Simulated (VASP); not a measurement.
## Ti5Si: relaxation of the atoms with LDA

The system is Ti5Si, a slab with vacuum.

```
Ti Si
1.0
     2.86412    0.00000    0.00000
    -1.43206    2.48040    0.00000
     0.00000    0.00000   24.49126
Ti Si
5 1
Direct
  0.66667 0.33333 0.16332
  0.33333 0.66667 0.25592
  0.66667 0.33333 0.34952
  0.33333 0.66667 0.44439
  0.66667 0.33333 0.53044
  0.00000 0.50000 0.62743
```

| Property | Result |
| --- | --- |
| Program | VASP 6.6.1 |
| Task | relaxation of the atoms |
| Functional | LDA |
| Potentials or basis | VASP PAW LDA potentials, release 64 (Ti_sv, Si) |
| Cutoff | 520 eV |
| k mesh | 9 × 9 × 1 |
| Occupations | gaussian, width 0.1 eV |
| Spin | no spin polarisation |
| Dipole correction | yes |
| Atoms held fixed (from 0) | [0, 1, 2, 3, 4] |
| Further INCAR settings | ALGO = Fast; EDIFF = 1e-06; IBRION = 2; EDIFFG = -0.025; NSW = 36 |
| Atoms held along some axes (from 0) | atom 5 along a and b |

```
Energy gained by relaxing : 0.1 meV/atom
Ionic steps               : 3
Band gap on the k mesh    : zero (bands 32 and 33 overlap by 0.94 eV)
```

Step by step:
```csv
step,energy change (eV),largest force on free atoms (eV/Å),pressure (GPa)
1,0.0000,0.0616,-2.28
2,-0.0002,0.0591,-2.09
3,-0.0005,0.0133,-2.05
```

Final structure:
```
Ti Si
1.0
     2.86412    0.00000    0.00000
    -1.43206    2.48040    0.00000
     0.00000    0.00000   24.49126
Ti Si
5 1
Direct
  0.66667 0.33333 0.16332
  0.33333 0.66667 0.25592
  0.66667 0.33333 0.34952
  0.33333 0.66667 0.44439
  0.66667 0.33333 0.53044
  0.00000 0.50000 0.62694
```

Levels at points of the mesh, in eV from the Fermi level:
```
           k point  band 29  band 30  band 31  band 32  band 33  band 34  band 35  band 36
(0.00, 0.00, 0.00)     0.23     0.51     0.64     0.65     0.71     0.72     0.76     0.76
```

Run time: 33 min on 1 thread of Oxide Virtual Turin-like Processor, with other jobs on the host, peak memory 0.29 GiB.
